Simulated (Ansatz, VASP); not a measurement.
## CoTeW: VASP beside Ansatz

File INCAR:

```
SYSTEM = CoTeW
  PREC = Accurate
  ENCUT = 600
  EDIFF = 1E-6
  ISMEAR = 0
  SIGMA = 0.0442
  LREAL = .False.
  LASPH = .True.
  NELM = 120
  ALGO = Normal
  ISIF = 2
  LWAVE = .False.
  LCHARG = .False.
  GGA = PE
  NBANDS = 38
  GGA_COMPAT = .False.
```

The input KPOINTS:

```
Automatic mesh
0
Gamma
  4 4 2
  0 0 0
```

Contents of POSCAR:

```
CoTeW
1.0
    5.2465680000      0.0000000000      0.0000000000
    0.0000000000      5.0552460000      0.0000000000
    0.0000000000      0.0000000000      8.8488810000
W Te Co
2 2 2
Direct
    0.0000000000      0.0000000000      0.5498000000
    0.5000000000      0.5000000000      0.4502000000
    0.0000000000      0.0000000000      0.0127000000
    0.5000000000      0.5000000000      0.9873000000
    0.0000000000      0.5000000000      0.2725000000
    0.5000000000      0.0000000000      0.7275000000
```

Input for Ansatz:

```yaml
crystal:
  lattice:
    - [5.246568, 0.0, 0.0]
    - [0.0, 5.055246, 0.0]
    - [0.0, 0.0, 8.848881]
  atoms:
    - { symbol: W, position: [0.0, 0.0, 0.5498] }
    - { symbol: W, position: [0.5, 0.5, 0.4502] }
    - { symbol: Te, position: [0.0, 0.0, 0.0127] }
    - { symbol: Te, position: [0.5, 0.5, 0.9873] }
    - { symbol: Co, position: [0.0, 0.5, 0.2725] }
    - { symbol: Co, position: [0.5, 0.0, 0.7275] }
  symmetry: { tolerance: 0.0003 }
kpoints:
  mp_grid: { grid: [4, 4, 2], shift: [0, 0, 0] }
magnetization:
  spin_polarized: false
scf:
  occupations: { method: gaussian, width: 0.0442 }
hamiltonian:
  pseudopotentials: { kind: paw }
  xc: pbe
basis:
  ecutwfc: 420
output:
  forces: true
  stress: true
  eigenvalues: true
  write_density: true
  write_potential: true
  elf: true
  volumetric_format: npy
```

Alike in both runs: task single point; functional PBE; k mesh 4 × 4 × 2; occupations gaussian, width 0.0442 eV; no spin polarisation.

|  | VASP | Ansatz |
| --- | --- | --- |
| version | VASP 6.6.1 | Ansatz 0.2.0 |
| potentials or method | VASP PAW PBE potentials, release 64 (W_sv, Te, Co), cutoff 600 eV | PAW plane waves |
| valence electrons in the cell | 58 | 94 |

VASP gave:

```
gap on the k mesh at the Fermi level (eV)                     : none
pressure (GPa)                                                : -18.0
traceless stress, the component that is largest in VASP (GPa) : -3.86
rms of the force components (eV/Å)                            : 0.539
```

**Question.** Which values does Ansatz return?

**Answer.** gap on the k mesh at the Fermi level (eV): none; pressure (GPa): -18.0; traceless stress, the component that is largest in VASP (GPa): -3.87; rms of the force components (eV/Å): 0.543.

Atom by atom the forces differ by 0.005 eV/Å (rms over components). A gap of «none» marks a metal or a gap that the smearing closes. VASP's potentials hold 58 valence electrons a cell and Ansatz's 94, so a difference there can come from the potentials and not from the codes.

Neither program's run includes spin-orbit coupling.
